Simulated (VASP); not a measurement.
Nb:

```
Nb
1.0
     0.00000    2.11500    2.11500
     2.11500    0.00000    2.11500
     2.11500    2.11500    0.00000
Nb
1
Direct
  0.00000 0.00000 0.00000
```

This isn't the form of Nb at room conditions, which is bcc.

| Item | Value |
| --- | --- |
| Program | VASP 6.6.1 |
| Task | relaxation of cell and atoms |
| Functional | PBE |
| Dispersion | D3(BJ) |
| Potentials or basis | VASP PAW PBE potentials, release 64 (Nb_sv) |
| Cutoff | 600 eV |
| k mesh | 11 × 11 × 11 |
| Occupations | fermi-dirac, width 0.05 eV |
| Spin | no spin polarisation |

At the start: pressure -8.3 GPa; volume 18.92 Å³/atom.

Question: Where does the relaxation end?

Answer: Over 6 steps the energy falls by 25.9 meV/atom and the volume is 17.96 Å³/atom (-5.1 %); space group Fm-3m (No. 225, to 0.1 Å) before and after.

Step by step:
```tsv
step	energy change (eV)	largest force (eV/Å)	pressure (GPa)	volume (Å³)
1	0.0000	0.0000	-8.31	18.92
2	0.0653	0.0000	19.51	16.36
3	-0.0259	0.0000	-0.15	17.99
4	-0.0259	0.0000	-0.15	17.98
5	-0.0115	0.0000	7.18	17.30
6	-0.0259	0.0000	0.08	17.96
```

Final structure:
```yaml
crystal:
  lattice:
    - [0.00000, 2.07842, 2.07842]
    - [2.07842, 0.00000, 2.07842]
    - [2.07842, 2.07842, 0.00000]
  atoms:
    - { symbol: Nb, position: [0.00000, 0.00000, 0.00000] }
```
